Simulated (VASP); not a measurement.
Set up this calculation in VASP 6.6.1, as the native input.

* Task: single point
* Functional: LDA
* Potentials or basis: VASP PAW LDA potentials, release 64 (Al, N)
* Cutoff: 520 eV
* k mesh: 9 × 9 × 6
* Occupations: gaussian, width 0.05 eV
* Spin: no spin polarisation
* Dipole correction: no
* Further INCAR settings: ALGO = Normal; EDIFF = 1e-06; NBANDS = 16

The structure of AlN lies in POSCAR:

```
AlN
1.0
    2.9960000000      0.0000000000      0.0000000000
   -1.4980000000      2.5946121098      0.0000000000
    0.0000000000      0.0000000000      4.3504000000
Al N
2 2
Direct
    0.3333333333      0.6666666667     -0.0155701587
    0.6666666667      0.3333333333      0.4844298413
    0.3333333333      0.6666666667      0.4005701587
    0.6666666667      0.3333333333      0.9005701587
```

These files were run (other wordings do the same):

INCAR

```
PREC = Accurate
ENCUT = 520
EDIFF = 1E-6
ISMEAR = 0
SIGMA = 0.05
LREAL = False
LASPH = True
NELM = 60
ALGO = Normal
ISIF = 2
LWAVE = False
LCHARG = False
GGA = CA
NBANDS = 16
```

KPOINTS

```
regular mesh
0
Gamma
  9 9 6
```

Potentials or basis: VASP PAW LDA potentials, release 64 (Al, N).

Run with:

```bash
$ cat potpaw_LDA.64/Al/POTCAR potpaw_LDA.64/N/POTCAR > POTCAR
$ mpirun -np 1 vasp_std > vasp.out
```

Results of the run:

The pressure is 52.7 GPa and the largest force is 0.013 eV/Å. The band gap on the k mesh is 4.65 eV, indirect (least direct gap 5.27 eV).

Run time: 8.4 s on 1 thread of AMD EPYC 9R45 96-Core Processor (Zen 5), with other jobs on the host, peak memory 0.11 GiB.
